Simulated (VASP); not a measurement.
Set up this calculation in VASP 6.6.1, as the native input.

* Task: single point
* Functional: r2SCAN
* Potentials or basis: VASP PAW PBE potentials, release 64 (Al, N)
* Cutoff: 520 eV
* k mesh: 10 × 10 × 10
* Occupations: fermi-dirac, width 0.05 eV
* Spin: no spin polarisation
* Dipole correction: no
* Further INCAR settings: ALGO = Normal; EDIFF = 1e-06; NBANDS = 11

Crystal: AlN.

```xyz
2
Lattice="0.0000 2.2268 2.2268 2.2268 0.0000 2.2268 2.2268 2.2268 0.0000" Properties=species:S:1:pos:R:3 pbc="T T T"
Al    0.0000    0.0000    0.0000
N     1.1134    1.1134    1.1134
```

The input as run:

POSCAR

```
AlN
1.0
    0.0000000000      2.2268278375      2.2268278375
    2.2268278375      0.0000000000      2.2268278375
    2.2268278375      2.2268278375      0.0000000000
Al N
1 1
Direct
    0.0000000000      0.0000000000      0.0000000000
    0.2500000000      0.2500000000      0.2500000000
```

INCAR.step1

```
PREC = Accurate
ENCUT = 520
ISMEAR = -1
SIGMA = 0.05
LREAL = False
LASPH = True
NELM = 100
NBANDS = 11
GGA = PE
ALGO = Normal
EDIFF = 1E-4
LWAVE = True
LCHARG = False
```

INCAR.step2

```
PREC = Accurate
ENCUT = 520
EDIFF = 1E-6
ISMEAR = -1
SIGMA = 0.05
LREAL = False
LASPH = True
NELM = 100
ALGO = Normal
ISIF = 2
LWAVE = False
LCHARG = False
METAGGA = R2SCAN
LMIXTAU = True
NBANDS = 11
ISTART = 1
```

KPOINTS

```
regular mesh
0
Gamma
  10 10 10
```

Potentials or basis: VASP PAW PBE potentials, release 64 (Al, N).

The run is started by

```bash
$ cat potpaw_PBE.64/Al/POTCAR potpaw_PBE.64/N/POTCAR > POTCAR
$ cp INCAR.step1 INCAR
$ mpirun -np 1 vasp_std > vasp.out
$ cp INCAR.step2 INCAR
$ mpirun -np 1 vasp_std > vasp.out
```

It gave:

The pressure is -11.1 GPa and the band gap on the k mesh is 3.89 eV (least direct gap 4.36 eV).

Caveat: the cell stands under tension; the PAW data sets were made with another functional, which shifts forces and pressure a little.

Wall time 27 s on 1 thread of Intel(R) Xeon(R) Platinum 8488C (Sapphire Rapids) (shared host), peak memory 0.14 GiB.
